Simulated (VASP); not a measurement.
The system is Ag.

```
CELL_PARAMETERS angstrom
0.00000 2.02680 2.02680
2.02680 0.00000 2.02680
2.02680 2.02680 0.00000
ATOMIC_POSITIONS crystal
Ag 0.00000 0.00000 0.00000
```

Base run:

```yaml
Program: VASP 6.6.1
Functional: PBEsol
Potentials_or_basis: VASP PAW PBE potentials, release 64 (Ag)
Cutoff: 500 eV
k_mesh: 13 × 13 × 13
Occupations: fermi-dirac, width 0.05 eV
Spin: no spin polarisation
```

Its results: pressure -0.4 GPa.

Q: The run is repeated on the same cell with these changes: functional from PBEsol to r2SCAN; cutoff from 500 eV to 550 eV. What comes out?

A: Pressure 4.2 GPa.

Caveats: the PAW data sets were made with another functional, which shifts forces and pressure a little.
